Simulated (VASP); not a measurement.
# Al (Fd-3m) in VASP: a series of runs

Runs on Al. Level: PBE. Tasks: single point.

All numbers are computed with VASP 6.6.1; they aren't measurements. Logs are shortened: lines on timing, memory, paths and dates and some standing lists are left out, and cuts for length are marked.

**1. The cell of the first run**

It takes space group Fd-3m (No. 227, cubic). Conventional cell: a = 5.963 Å, b = 5.963 Å, c = 5.963 Å, α = 90.00°, β = 90.00°, γ = 90.00°. Within 3.4 Å of Al (site symmetry -43m) lie 4 Al at 2.58 Å.

**2. Single point, PBE**

INCAR reads:

```
SYSTEM = Al
ALGO     = Normal         ! electronic algorithm
EDIFF    = 1E-6           ! SCF threshold, eV
ENCUT    = 500            ! plane-wave cutoff, eV
GGA      = PE             ! functional
GGA_COMPAT= .FALSE.      
ISIF     = 2              ! what is computed and relaxed
ISMEAR   = -1             ! smearing method
LASPH    = .TRUE.         ! aspherical terms in the spheres
LCHARG   = .FALSE.        ! write CHGCAR
LREAL    = .FALSE.        ! projectors in reciprocal space
LWAVE    = .FALSE.        ! write WAVECAR
NBANDS   = 10             ! bands
NELM     = 120            ! most SCF steps
PREC     = Accurate       ! precision mode
SIGMA    = 0.06122561905347299 ! smearing width, eV
```

KPOINTS reads:

```
k-points
0
G
  11 11 11
  0 0 0
```

POSCAR reads:

```
Al
1.0
    0.0000000000      2.9814775190      2.9814775190
    2.9814775190      0.0000000000      2.9814775190
    2.9814775190      2.9814775190      0.0000000000
Al
2
Direct
    0.0000000000      0.0000000000      0.0000000000
    0.2500000000      0.2500000000      0.2500000000
```

Potentials or basis: VASP PAW PBE potentials, release 64 (Al).

Run with:

```
$ cat potpaw_PBE.64/Al/POTCAR > POTCAR
$ mpirun -np 1 vasp_std > vasp.out
```

OUTCAR:

```text
SYSTEM = Al
   EDIFF = 1E-6
   ENCUT = 500
   GGA = PE
   ISIF = 2
   ISMEAR = -1
   LASPH = .TRUE.
   LREAL = .FALSE.
   NELM = 120
   PREC = Accurate

 ion  position               nearest neighbor table
   1  0.000  0.000  0.000-   2 2.58   2 2.58   2 2.58   2 2.58
   2  0.250  0.250  0.250-   1 2.58   1 2.58   1 2.58   1 2.58

  LATTYP: Found a face centered cubic cell.
 ALAT       =     5.9629550380

  Lattice vectors:

 A1 = (   0.0000000000,   2.9814775190,   2.9814775190)
 A2 = (   2.9814775190,   0.0000000000,   2.9814775190)
 A3 = (   2.9814775190,   2.9814775190,   0.0000000000)

Analysis of symmetry for initial positions (statically):
=====================================================================
 Subroutine PRICEL returns:
 Original cell was already a primitive cell.

 Routine SETGRP: Setting up the symmetry group for a
 face centered cubic supercell.

 Subroutine GETGRP returns: Found 48 space group operations
 (whereof 24 operations were pure point group operations)
 out of a pool of 48 trial point group operations.

The static configuration has the point symmetry T_d .
 The point group associated with its full space group is O_h .

Analysis of symmetry for dynamics (positions and initial velocities):
=====================================================================
 Subroutine PRICEL returns:
 Original cell was already a primitive cell.

 Routine SETGRP: Setting up the symmetry group for a
 face centered cubic supercell.

 Subroutine GETGRP returns: Found 48 space group operations
 (whereof 24 operations were pure point group operations)
 out of a pool of 48 trial point group operations.

The dynamic configuration has the point symmetry T_d .
 The point group associated with its full space group is O_h .

 Subroutine INISYM returns: Found 48 space group operations
 (whereof 24 operations are pure point group operations),
 and found     1 'primitive' translations

----------------------------------------------------------------------------------------

                                     Primitive cell

  volume of cell :      53.0059

  direct lattice vectors                    reciprocal lattice vectors
     0.000000000  2.981477519  2.981477519    -0.167702086  0.167702086  0.167702086
     2.981477519  0.000000000  2.981477519     0.167702086 -0.167702086  0.167702086
     2.981477519  2.981477519  0.000000000     0.167702086  0.167702086 -0.167702086

  length of vectors
     4.216445943  4.216445943  4.216445943     0.290468534  0.290468534  0.290468534

  position of ions in fractional coordinates (direct lattice)
     0.000000000  0.000000000  0.000000000
     0.250000000  0.250000000  0.250000000

  ion indices of the primitive-cell ions
   primitive index   ion index
                 1           1
                 2           2

----------------------------------------------------------------------------------------

 KPOINTS: k-points

Automatic generation of k-mesh.
 Grid dimensions read from file:
 generate k-points for:   11   11   11

 Generating k-lattice:

  Cartesian coordinates                     Fractional coordinates (reciprocal lattice)
    -0.015245644  0.015245644  0.015245644     0.090909091  0.000000000  0.000000000
     0.015245644 -0.015245644  0.015245644     0.000000000  0.090909091  0.000000000
     0.015245644  0.015245644 -0.015245644     0.000000000  0.000000000  0.090909091

  Length of vectors
     0.026406230  0.026406230  0.026406230

  Shift w.r.t. Gamma in fractional coordinates (k-lattice)
     0.000000000  0.000000000  0.000000000

 Subroutine IBZKPT returns following result:
 ===========================================

 Found     56 irreducible k-points:

 Following reciprocal coordinates:
            Coordinates               Weight
  0.000000  0.000000  0.000000      1.000000
  0.090909  0.000000  0.000000      8.000000
  0.181818  0.000000  0.000000      8.000000
  0.272727  0.000000  0.000000      8.000000
  0.363636  0.000000  0.000000      8.000000
  0.454545  0.000000  0.000000      8.000000
[... 16 lines left out ...]
 -0.272727  0.181818  0.000000     24.000000
 -0.181818  0.181818  0.000000     12.000000
 [... further k-points ...]
   k-points           NKPTS =     56   k-points in BZ     NKDIM =     56   number of bands    NBANDS=     10
   number of dos      NEDOS =    301   number of ions     NIONS =      2
   total plane-waves  NPLWV =  32768
   dimension x,y,z NGX =    32 NGY =   32 NGZ =   32
   dimension x,y,z NGXF=    64 NGYF=   64 NGZF=   64
   ions per type =               2
   NGX,Y,Z   is equivalent  to a cutoff of  12.62, 12.62, 12.62 a.u.
   NGXF,Y,Z  is equivalent  to a cutoff of  25.23, 25.23, 25.23 a.u.
 SYSTEM =  Al
   PREC   = accura    normal or accurate (medium, high low for compatibility)
   ISTART =      0    job   : 0-new  1-cont  2-samecut
   ICHARG =      2    charge: 1-file 2-atom 10-const
   ISPIN  =      1    spin polarized calculation?
   LNONCOLLINEAR =      F non collinear calculations
   LSORBIT =      F    spin-orbit coupling
   LASPH  =      T    aspherical Exc in radial PAW
   ENCUT  =  500.0 eV  36.75 Ry    6.06 a.u.   7.69  7.69  7.69*2*pi/ulx,y,z
   NELM   =    120;   NELMIN=  2; NELMDL= -5     # of ELM steps
   EDIFF  = 0.1E-05   stopping-criterion for ELM
   LREAL  =      F    real-space projection
   EDIFFG = 0.1E-04   stopping-criterion for IOM
   NSW    =      0    number of steps for IOM
   IBRION =     -1    ionic relax: 0-MD 1-quasi-New 2-CG
   NFREE  =      0    steps in history (QN), initial steepest desc. (CG)
   ISIF   =      2    stress and relaxation
   ISYM   =      2    0-nonsym 1-usesym 2-fastsym
   POTIM  = 0.5000    time-step for ionic-motion
   TEBEG  =    0.0;   TEEND  =   0.0 temperature during run
   PSTRESS=    0.0 pullay stress
   NELECT =       6.0000    total number of electrons
   NUPDOWN=      -1.0000    fix difference up-down
   EMIN   =  10.00;   EMAX   =-10.00  energy-range for DOS
   EFERMI =   0.00;   METHOD = LEGACY
   ISMEAR =    -1;   SIGMA  =   0.06  broadening in eV -4-tet -1-fermi 0-gaus
   EFERMI_NEDOS =   21; number of points for ismear=-14 and -15
   IALGO  =     38    algorithm
   IMIX   =      4    mixing-type and parameters
     AMIX     =   0.40;   BMIX     =  1.00
     AMIX_MAG =   1.60;   BMIX_MAG =  1.00
  volume/ion in A,a.u.               =      26.50       178.85
  Fermi-wavevector in a.u.,A,eV,Ry     =   0.791924  1.496520  8.532815  0.627144
  Thomas-Fermi vector in A             =   1.897561
   LORBIT       =      0    0 simple, 1 ext, 2 COOP (PROOUT), +10 PAW based schemes
   GGA     = PE    functional components
   LHFCALC =     F    Hartree Fock is set to
   AEXX    =    0.0000 exact exchange contribution
   IVDW    =     0    specifies the selected vdW correction
   LEPSILON=     F    determine dielectric tensor
   LRPA    =     F    only Hartree local field effects (RPA)
 non-spin polarized calculation
  energy-cutoff  :      500.00
  volume of cell :       53.01
 maximum number of plane-waves:      1363
   NGX = 15   NGY = 15   NGZ = 15

 number of electron       6.0000000 magnetization

 Free energy of the ion-electron system (eV)
  ---------------------------------------------------
  ext. energy  EPLUGINS =         0.00000000
  ---------------------------------------------------
  free energy    TOTEN  =        -6.00066157 eV

  energy without entropy =       -5.98296556  energy(sigma->0) =       -5.99181357

 E-fermi :   3.0413     XC(G=0):  -8.2727

 val. band max:        3.0162479270   @ k =  -0.2727   0.3636   0.0909
 cond. band min:       3.0782357927   @ k =  -0.4545   0.2727   0.0909
 fundamental gap:      0.0619878657
 Fermi energy:         3.0413373737

 k-point     1 :       0.0000    0.0000    0.0000
  band No.  band energies     occupation
      1      -4.9768      2.00000
      2       5.2290      0.00000
      3       5.2290      0.00000
      4       5.2290      0.00000
      5       7.0827      0.00000
      6       7.0827      0.00000
      7       7.0827      0.00000
      8       8.6571      0.00000
      9      11.0278      0.00000
     10      11.0503      0.00000

 k-point     2 :       0.0909    0.0000    0.0000
  band No.  band energies     occupation
      1      -4.8828      2.00000
      2       4.3698      0.00000
      3       5.0676      0.00000
      4       5.0676      0.00000
      5       7.2095      0.00000
      6       7.3162      0.00000
      7       7.3162      0.00000
      8       9.1901      0.00000
      9      10.7148      0.00000
     10      10.7148      0.00000

 k-point     3 :       0.1818    0.0000    0.0000
  band No.  band energies     occupation
      1      -4.6035      2.00000
      2       2.9118      1.78500
      3       4.7593      0.00000
      4       4.7593      0.00000
      5       7.0317      0.00000
      6       7.7214      0.00000
      7       7.7214      0.00000
      8      10.3494      0.00000
      9      10.3799      0.00000
     10      10.3799      0.00000

 k-point     4 :       0.2727    0.0000    0.0000
  band No.  band energies     occupation
      1      -4.1505      2.00000
      2       1.4657      2.00000
      3       4.4819      0.00000
      4       4.4819      0.00000
      5       6.7657      0.00000
      6       7.8273      0.00000
      7       7.8273      0.00000
      8      10.7034      0.00000
      9      10.7034      0.00000
     10      11.1962      0.00000
[... 222 lines left out ...]
 k-point    22 :      -0.3636    0.1818    0.0000
  band No.  band energies     occupation
      1      -2.8338      2.00000
      2      -0.2892      2.00000
      3       2.2790      1.99999
      4       3.8881      0.00000
      5       6.6722      0.00000
      6       8.5371      0.00000
      7       8.5973      0.00000
      8      11.1872      0.00000
      9      11.4808      0.00000
     10      12.1943      0.00000

 k-point    23 :      -0.2727    0.1818    0.0000
  band No.  band energies     occupation
      1      -3.4484      2.00000
      2       0.7364      2.00000
      3       2.3103      1.99999
      4       4.2495      0.00000
      5       7.0800      0.00000
      6       8.4240      0.00000
      7       8.6012      0.00000
      8       9.9871      0.00000
      9      10.3554      0.00000
     10      13.2344      0.00000

 k-point    24 :      -0.1818    0.1818    0.0000
  band No.  band energies     occupation
      1      -3.9956      2.00000
      2       1.8095      2.00000
      3       2.6964      1.99288
      4       4.6370      0.00000
      5       7.5072      0.00000
      6       8.0888      0.00000
      7       8.3609      0.00000
      8       9.5037      0.00000
      9       9.7086      0.00000
     10      13.6251      0.00000

 [... further k-points ...]
[... 5 lines left out ...]
  --------------------------------------------------------------------------------------
  -------------------------------------------------------------------------------------
  Total        0.5744563      0.5744563      0.5744563      0.0000000      0.0000000      0.0000000
  in kB       17.3637289     17.3637289     17.3637289      0.0000000      0.0000000      0.0000000
  external PRESSURE =      17.3637289 kB  Pullay stress =       0.0000000 kB

 VOLUME and BASIS-vectors are now :
 -----------------------------------------------------------------------------
  energy-cutoff  :      500.00
  volume of cell :       53.01
      direct lattice vectors                 reciprocal lattice vectors
     0.000000000  2.981477519  2.981477519    -0.167702086  0.167702086  0.167702086
     2.981477519  0.000000000  2.981477519     0.167702086 -0.167702086  0.167702086
     2.981477519  2.981477519  0.000000000     0.167702086  0.167702086 -0.167702086

 POSITION                                       TOTAL-FORCE (eV/Angst)
 -----------------------------------------------------------------------------------
      0.00000      0.00000      0.00000        -0.000000     -0.000000     -0.000000
      1.49074      1.49074      1.49074         0.000000      0.000000      0.000000
 -----------------------------------------------------------------------------------
    total drift:                               -0.000000      0.000000      0.000000

  FREE ENERGIE OF THE ION-ELECTRON SYSTEM (eV)
  ---------------------------------------------------
  free  energy   TOTEN  =        -6.0006615672 eV

  energy  without entropy=       -5.9829655640  energy(sigma->0) =       -5.99181357
```

Run time: 36 s. Hardware: 1 thread of AMD EPYC 7R13, shared host; peak memory 0.14 GiB.

What came out:

```yaml
Free_energy: -6.0007 eV
Pressure: 1.7 GPa
Band_gap_on_the_k_mesh: zero (band 3 reaches 5.23 eV, above the bottom of band 4 at 1.97 eV)
```

Levels at points of the mesh, in eV from the Fermi level:
```tsv
k point	band 1	band 2	band 3	band 4	band 5	band 6
(0.00, 0.00, 0.00)	-8.02	2.19	2.19	2.19	4.04	4.04
```

**3. Single point, PBE**

This run uses another cell than the first one, of 27.06 Å³/atom, 1.021 times its volume.

INCAR reads:

```
SYSTEM = Al
PREC = Accurate ; ENCUT = 500
EDIFF = 1E-6 ; ISMEAR = -1
SIGMA = 0.06122561905347299 ; LREAL = .FALSE.
LASPH = .TRUE. ; NELM = 120
ALGO = Normal ; ISIF = 2
LWAVE = .FALSE. ; LCHARG = .FALSE.
GGA = PE ; NBANDS = 10
GGA_COMPAT = .FALSE.
```

KPOINTS reads:

```
regular mesh
0
G
  11 11 11
  0 0 0
```

POSCAR reads:

```
Al
1.0
    0.0000000000      3.0020400827      3.0020400827
    3.0020400827      0.0000000000      3.0020400827
    3.0020400827      3.0020400827      0.0000000000
Al
2
Direct
    0.0000000000      0.0000000000      0.0000000000
    0.2500000000      0.2500000000      0.2500000000
```

Potentials or basis: VASP PAW PBE potentials, release 64 (Al).

Run with:

```
$ cat potpaw_PBE.64/Al/POTCAR > POTCAR
$ mpirun -np 1 vasp_std > vasp.out
```

It took 36 s on 1 thread of AMD EPYC 7R13, shared host; peak memory 0.14 GiB.

Results (log left out):

- Free energy: -6.0095 eV
- Pressure: 0.8 GPa
- Band gap on the k mesh: zero (band 3 reaches 5.06 eV, above the bottom of band 4 at 1.86 eV)

Levels at points of the mesh, in eV from the Fermi level:
```tsv
k point	band 1	band 2	band 3	band 4	band 5	band 6
(0.00, 0.00, 0.00)	-7.93	2.15	2.15	2.15	4.00	4.00
```

**4. Single point, PBE**

This run uses another cell than the first one, of 27.61 Å³/atom, 1.042 times its volume.

INCAR reads:

```
PREC = Accurate ; ENCUT = 500
EDIFF = 1E-6 ; ISMEAR = -1
SIGMA = 0.06122561905347299 ; LREAL = False
LASPH = True ; NELM = 120
ALGO = Normal ; ISIF = 2
LWAVE = False ; LCHARG = False
GGA = PE ; NBANDS = 10
GGA_COMPAT = False
```

KPOINTS reads:

```
regular mesh
0
Gamma
  11 11 11
```

POSCAR reads:

```
Al
1.0
    0.0000000000      3.0223247527      3.0223247527
    3.0223247527      0.0000000000      3.0223247527
    3.0223247527      3.0223247527      0.0000000000
Al
2
Direct
    0.0000000000      0.0000000000      0.0000000000
    0.2500000000      0.2500000000      0.2500000000
```

Run with:

```
$ cat potpaw_PBE.64/Al/POTCAR > POTCAR
$ mpirun -np 1 vasp_std > vasp.out
```

It took 38 s on 1 thread of AMD EPYC 7R13, shared host; peak memory 0.14 GiB.

Results (log left out):

```
Free energy            : -6.0125 eV
Pressure               : 0.0 GPa
Band gap on the k mesh : zero (band 3 reaches 4.89 eV, above the bottom of band 4 at 1.76 eV)
```

Levels at points of the mesh, in eV from the Fermi level:
| k point | band 1 | band 2 | band 3 | band 4 | band 5 | band 6 |
| --- | --- | --- | --- | --- | --- | --- |
| (0.00, 0.00, 0.00) | -7.85 | 2.11 | 2.11 | 2.11 | 3.96 | 3.96 |

(Continued in part 2 of 2.)
